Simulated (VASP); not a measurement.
Write the native input for VASP 6.6.1 that does the following.

```yaml
Task: single point
Functional: LDA
Potentials_or_basis: VASP PAW LDA potentials, release 64 (Ga_d, N)
Cutoff: 520 eV
k_mesh: 8 × 8 × 5
Occupations: gaussian, width 0.01 eV
Spin: no spin polarisation
Dipole_correction: no
Further_INCAR_settings: ALGO = Normal; EDIFF = 1e-07; NBANDS = 26
```

The structure of GaN lies in POSCAR:

```
GaN
1.0
    3.1044710869      0.0000000000      0.0000000000
   -1.5522355434      2.6885508265      0.0000000000
    0.0000000000      0.0000000000      5.1769314443
Ga N
2 2
Direct
    0.3333333333      0.6666666667      0.0002938746
    0.6666666667      0.3333333333      0.5002938746
    0.3333333333      0.6666666667      0.3767061254
    0.6666666667      0.3333333333      0.8767061254
```

One way to write it, as run:

INCAR

```
SYSTEM = GaN
  ALGO = Normal
  EDIFF = 1E-7
  ENCUT = 520
  GGA = CA
  ISIF = 2
  ISMEAR = 0
  LASPH = .True.
  LCHARG = .False.
  LREAL = .False.
  LWAVE = .False.
  NBANDS = 26
  NELM = 100
  PREC = Accurate
  SIGMA = 0.01
```

KPOINTS

```
k-points
0
Gamma
  8 8 5
  0 0 0
```

Potentials or basis: VASP PAW LDA potentials, release 64 (Ga_d, N).

The run is started by

```sh
$ cat potpaw_LDA.64/Ga_d/POTCAR potpaw_LDA.64/N/POTCAR > POTCAR
$ mpirun -np 1 vasp_std > vasp.out
```

It gave:

```yaml
Pressure: 6.2 GPa
Largest_force: 0.273 eV/Å
Band_gap_on_the_k_mesh: 2.22 eV
```

Caveat: the cell stands under pressure.

It took 61 s on 1 thread of Intel Xeon 8259CL (shared host), peak memory 0.16 GiB.
